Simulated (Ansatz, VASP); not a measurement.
**GaN in VASP and in Ansatz**

INCAR

```
PREC     = Accurate       # precision mode
ENCUT    = 600            # plane-wave cutoff, eV
EDIFF    = 1E-7           # SCF threshold, eV
ISMEAR   = 0              # smearing method
SIGMA    = 0.05           # smearing width, eV
LREAL    = F              # projectors in reciprocal space
LASPH    = T              # aspherical terms in the spheres
NELM     = 80             # most SCF steps
ALGO     = Normal         # electronic algorithm
ISIF     = 3              # what is computed and relaxed
LWAVE    = F              # write WAVECAR
LCHARG   = F              # write CHGCAR
IBRION   = 2              # ionic algorithm
NSW      = 100            # ionic steps
EDIFFG   = -0.01          # ionic threshold
```

Contents of KPOINTS:

```
regular mesh
0
Gamma
  12 12 4
```

POSCAR

```
GaN
1.0
    3.1518084855      0.0000000000      0.0000000000
   -1.5759042428      2.7295462163      0.0000000000
    0.0000000000      0.0000000000      5.1384146361
Ga N
2 2
Direct
    0.3399307554      0.6749744496      0.9804016825
    0.6732640888      0.3416411163      0.4804016825
    0.3267359112      0.6583588837      0.3945983175
    0.6600692446      0.3250255504      0.8945983175
```

Input for Ansatz:

```yaml
crystal:
  lattice:
    - [3.1518084855, 0.0, 0.0]
    - [-1.5759042428, 2.7295462163, 0.0]
    - [0.0, 0.0, 5.1384146361]
  atoms:
    - { symbol: Ga, position: [0.3399307554, 0.6749744496, 0.9804016825] }
    - { symbol: Ga, position: [0.6732640888, 0.3416411163, 0.4804016825] }
    - { symbol: "N", position: [0.3267359112, 0.6583588837, 0.3945983175] }
    - { symbol: "N", position: [0.6600692446, 0.3250255504, 0.8945983175] }
basis:
  ecutwfc: 420
kpoints:
  mp_grid: { grid: [12, 12, 4] }
hamiltonian:
  xc: lda
scf:
  occupations: { method: gaussian, width: 0.05 }
output:
  forces: true
  stress: true
  eigenvalues: true
relax:
  adjacent_minimum: "off"
  f_tol: 0.01
  max_steps: 80
  cell: { stress_tol: 0.1 }
```

Change from the starting cell: all N atoms moved 0.2 Å in one direction; relaxed back.

Alike in both runs: task relaxation of cell and atoms; functional LDA; k mesh 12 × 12 × 4; occupations gaussian, width 0.05 eV; no spin polarisation.

|  | VASP | Ansatz |
| --- | --- | --- |
| version | VASP 6.6.1 | Ansatz 0.2.0 |
| potentials or method | VASP PAW LDA potentials, release 64 (Ga_d, N), cutoff 600 eV | scalar-relativistic, plane waves, PAW |
| valence electrons in the cell | 36 | 36 |

|  | VASP | Ansatz | Ansatz less VASP |
| --- | --- | --- | --- |
| gap on the k mesh at the Fermi level, each at its own relaxed structure (eV) | 2.12 | 2.13 | +0.014 |
| relaxed volume (Å³/atom) | 11.10 | 11.05 | -0.051 |
| relaxed length of the cell vector where the two differ most in proportion (Å) | 3.157 | 3.152 | -0.0052 |

LDA's correlation is that of Perdew and Zunger in VASP and of Perdew and Wang (1992) in Ansatz.
